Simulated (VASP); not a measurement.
A run of VASP 6.6.1:

Contents of INCAR:

```
SYSTEM = GaAs
ALGO = Normal
EDIFF = 1E-8
ENCUT = 520
ISIF = 2
ISMEAR = -1
LASPH = .True.
LCHARG = .False.
LEFG = .True.
LREAL = .False.
LWAVE = .False.
NBANDS = 16
NELM = 60
PREC = Accurate
SIGMA = 0.08
```

The input KPOINTS:

```
k-points
0
Gamma
  10 10 10
  0 0 0
```

Contents of POSCAR:

```
GaAs
1.0
    0.0000000000      2.7691429914      2.7691429914
    2.7691429914      0.0000000000      2.7691429914
    2.7691429914      2.7691429914      0.0000000000
Ga As
1 1
Direct
    0.0000000000      0.0000000000      0.0000000000
    0.7500000000      0.7500000000      0.7500000000
```

Potentials or basis: VASP PAW LDA potentials, release 64 (Ga_d, As).

Command:

```bash
$ cat potpaw_LDA.64/Ga_d/POTCAR potpaw_LDA.64/As/POTCAR > POTCAR
$ mpirun -np 1 vasp_std > vasp.out
```

Hardware: 1 thread of AMD EPYC 7R13 Processor (Zen 3), with other jobs on the host.

How long does it take, and how much memory?

It took 100 s on 1 thread of AMD EPYC 7R13 Processor (Zen 3), with other jobs on the host, peak memory 0.14 GiB. Counts: scf iterations 13, k points 47.
